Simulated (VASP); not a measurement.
ZnSe (Stilleite):

```
Se Zn
1.0
     0.00000    2.77595    2.77595
     2.77595    0.00000    2.77595
     2.77595    2.77595    0.00000
Se Zn
1 1
Cartesian
  4.1639 4.1639 4.1639
  0.0000 0.0000 0.0000
```

Base run:

| Item | Value |
| --- | --- |
| Program | VASP 6.6.1 |
| Functional | PBE |
| Potentials or basis | VASP PAW PBE potentials, release 64 (Se, Zn) |
| Cutoff | 520 eV |
| k mesh | 8 × 8 × 8 |
| Occupations | fermi-dirac, width 0.05 eV |
| Spin | no spin polarisation |

Its results: band gap on the k mesh 1.55 eV, direct; pressure 7.1 GPa.

Q: The run is repeated on the same cell with these changes: dispersion from none to D4. What comes out?

A: Band gap on the k mesh 1.55 eV, direct; pressure 4.4 GPa.

Dispersion adds attraction, which lowers the pressure at fixed volume and, as a term added to the energy, leaves the levels alone.

